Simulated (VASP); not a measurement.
The system is Zr2H3Pd.

```
Zr H Pd
1.0
    -1.60339    1.60339    6.70001
     1.60339   -1.60339    6.70001
     1.60339    1.60339   -6.70001
Zr H Pd
2 3 1
Direct
  0.64706 0.64706 0.00000
  0.35294 0.35294 0.00000
  0.50000 0.50000 0.00000
  0.75000 0.25000 0.50000
  0.25000 0.75000 0.50000
  0.00000 0.00000 0.00000
```

Base run:

```yaml
Program: VASP 6.6.1
Functional: PBEsol
Potentials_or_basis: VASP PAW PBE potentials, release 64 (Zr_sv, H, Pd)
Cutoff: 520 eV
k_mesh: 8 × 8 × 8
Occupations: methfessel-paxton, width 0.05 eV
Spin: no spin polarisation
```

Its results: pressure -6.0 GPa; largest force 0.019 eV/Å.

Task: After a change of settings the same cell gave: pressure -7.4 GPa; largest force 0.276 eV/Å. Which change was it?
A. k mesh from 8 × 8 × 8 to 3 × 3 × 3
B. k mesh from 8 × 8 × 8 to 6 × 6 × 6
C. k mesh from 8 × 8 × 8 to 10 × 10 × 10
D. k mesh from 8 × 8 × 8 to 12 × 12 × 12; further incar settings from ALGO = Normal; EDIFF = 1e-06; NBANDS = 28 to ALGO = Normal; EDIFF = 1e-07; NBANDS = 28

Result: A.

Caveats: some runs use coarse meshes; the PAW data sets were made with another functional, which shifts forces and pressure a little.
